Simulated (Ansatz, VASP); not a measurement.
**Two plane-wave programs on TlBr**

```
CELL_PARAMETERS angstrom
4.00931 0.00000 0.00000
0.00000 4.00931 0.00000
0.00000 0.00000 4.00931
ATOMIC_POSITIONS crystal
Tl 0.00000 0.00000 0.00000
Br 0.50000 0.50000 0.50000
```

Change from the starting cell: volume scaled by 1.03, PAW files.

Alike in both runs: task electric field gradients; functional PBE; k mesh 8 × 8 × 8; occupations fermi-dirac, width 0.03 eV; no spin polarisation.

```csv
,VASP,Ansatz
version,VASP 6.6.1,Ansatz 0.2.0
potentials or method,"VASP PAW PBE potentials, release 64 (Tl_d, Br)","PAW with Ansatz's default frozen-core files, scalar-relativistic"
plane-wave cutoff (eV),400,420
valence electrons in the cell,20,20
```

|  | VASP | Ansatz | Ansatz less VASP |
| --- | --- | --- | --- |
| gap on the k mesh at the Fermi level (eV) | 1.92 | 1.91 | -0.006 |
| pressure (GPa) | 0.6 | 0.7 | +0.08 |

With one functional, cell and mesh, what is left measures potentials, basis and numerics.

Spin-orbit coupling is off throughout.
